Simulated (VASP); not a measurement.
Crystal: TiCo.

```
CELL_PARAMETERS angstrom
3.00049 0.00000 0.00000
0.00000 3.00049 0.00000
0.00000 0.00000 3.00049
ATOMIC_POSITIONS crystal
Ti 0.50000 0.50000 0.50000
Co 0.00000 0.00000 0.00000
```

```yaml
Program: VASP 6.6.1
Task: relaxation of cell and atoms
Functional: PBEsol
Potentials_or_basis: VASP PAW PBE potentials, release 64 (Ti_sv, Co_sv)
Cutoff: 600 eV
k_mesh: 6 × 6 × 6
Occupations: gaussian, width 0.1 eV
Spin: collinear spin, ferromagnetic start
Starting_moments: "[0.0, 0.44] μB"
```

At the start: pressure -12.7 GPa; volume 13.51 Å³/atom.

Problem. Where does the relaxation end?

Solution. Over 3 steps the energy falls by 16.4 meV/atom and the volume is 12.58 Å³/atom (-6.9 %); space group Pm-3m (No. 221, to 0.05 Å); moment 0.00 μB per cell.

Step by step:
```csv
step,energy change (eV),largest force (eV/Å),pressure (GPa),volume (Å³)
1,0.0000,0.0000,-12.67,27.01
2,0.0461,0.0000,21.00,23.05
3,-0.0328,0.0000,-0.06,25.15
```

Final structure:
```
Ti Co
1.0
     2.92999    0.00000    0.00000
     0.00000    2.92999    0.00000
     0.00000    0.00000    2.92999
Ti Co
1 1
Direct
  0.50000 0.50000 0.50000
  0.00000 0.00000 0.00000
```

Caveat: the PAW data sets were made with another functional, which shifts forces and pressure a little.
